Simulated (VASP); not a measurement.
Wanted: the native input for a VASP 6.6.1 run.

| Quantity | Value |
| --- | --- |
| Task | relaxation of cell and atoms |
| Functional | PBE |
| Dispersion | D3(BJ) |
| Potentials or basis | VASP PAW PBE potentials, release 64 (Os) |
| Cutoff | 600 eV |
| k mesh | 18 × 18 × 10 |
| Occupations | gaussian, width 0.1 eV |
| Spin | no spin polarisation |
| Dipole correction | no |
| Further INCAR settings | ALGO = Normal; EDIFF = 1e-06; IBRION = 2; EDIFFG = -0.005; NSW = 70; ISIF = 3 |

The structure of Os lies in POSCAR:

```
Os
1.0
    2.7527908284      0.0000000000      0.0000000000
   -1.3763954142      2.3839867887      0.0000000000
    0.0000000000      0.0000000000      4.3508626677
Os
2
Direct
    0.3333333333      0.6666666667      0.2500000000
    0.6666666667      0.3333333333      0.7500000000
```

The input as run:

INCAR

```
PREC     = Accurate       # precision mode
ENCUT    = 600            # plane-wave cutoff, eV
EDIFF    = 1E-6           # SCF threshold, eV
ISMEAR   = 0              # smearing method
SIGMA    = 0.1            # smearing width, eV
LREAL    = F              # projectors in reciprocal space
LASPH    = T              # aspherical terms in the spheres
NELM     = 60             # most SCF steps
ALGO     = Normal         # electronic algorithm
ISIF     = 3              # what is computed and relaxed
LWAVE    = F              # write WAVECAR
LCHARG   = F              # write CHGCAR
GGA      = PE             # functional
IVDW     = 12             # dispersion correction
IBRION   = 2              # ionic algorithm
NSW      = 70             # ionic steps
EDIFFG   = -0.005         # ionic threshold
```

KPOINTS

```
regular mesh
0
Gamma
  18 18 10
```

Potentials or basis: VASP PAW PBE potentials, release 64 (Os).

The run is started by

```sh
$ cat potpaw_PBE.64/Os/POTCAR > POTCAR
$ mpirun -np 1 vasp_std > vasp.out
```

It gave:

The relaxed volume is 14.02 Å³/atom, the relaxed cell is a = 2.736 Å, b = 2.736 Å, c = 4.327 Å, α = 90.00°, β = 90.00°, γ = 120.00° and the space group after relaxing (to 0.05 Å) is P6_3/mmc (No. 194). The energy gained by relaxing is 6.1 meV/atom. The ionic steps are 13 and the pressure after relaxing is 0.0 GPa. The band gap on the k mesh is zero (band 8 reaches 11.47 eV, above the bottom of band 9 at 7.55 eV). The dispersion energy per atom is -0.653 eV.

Caveat: spin-orbit coupling is left out, which moves the levels of the heavy elements; pairwise dispersion overbinds metals, which lowers pressure and volume.

It took 5.4 min on 1 thread of Intel(R) Xeon(R) Platinum 8259CL CPU @ 2.50GHz (Skylake/Cascade Lake) (shared host), peak memory 0.24 GiB.
